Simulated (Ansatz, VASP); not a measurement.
BaTiO3: VASP beside Ansatz

```
Ba Ti O
1.0
     3.73312   -0.45921    0.02237
    -0.31723    3.27832    3.11008
     0.34396   -2.75687    2.58992
Ba Ti O
1 1 3
Direct
  0.00364 0.99727 0.99850
  0.50025 0.51161 0.51018
  0.99835 0.49282 0.49504
  0.49991 0.50154 0.99454
  0.49786 0.99299 0.49796
```

Alike in both runs: functional PBE; k mesh 6 × 5 × 6; occupations fermi-dirac, width 0.05 eV; no spin polarisation.

|  | VASP | Ansatz |
| --- | --- | --- |
| version | VASP 6.6.1 | Ansatz 0.2.0 |
| potentials or method | VASP PAW PBE potentials, release 64 (Ba_sv, Ti_sv, O) | Ansatz PAW |
| plane-wave cutoff (eV) | 520 | 420 |
| valence electrons in the cell | 40 | 40 |
| task | single point | band structure |

Ansatz gave:

```
gap on the k mesh at the Fermi level (eV)                     : 0.48
least direct gap on the mesh (eV)                             : 0.57
pressure (GPa)                                                : 17.8
traceless stress, the component that is largest in VASP (GPa) : 28.44
rms of the force components (eV/Å)                            : 0.266
```

**Question.** Estimate VASP's values.

**Answer.** gap on the k mesh at the Fermi level (eV): 0.39; least direct gap on the mesh (eV): 0.51; pressure (GPa): 20.6; traceless stress, the component that is largest in VASP (GPa): 30.08; rms of the force components (eV/Å): 0.278.

Atom by atom the forces differ by 0.020 eV/Å (rms over components).

Neither program's run includes spin-orbit coupling.
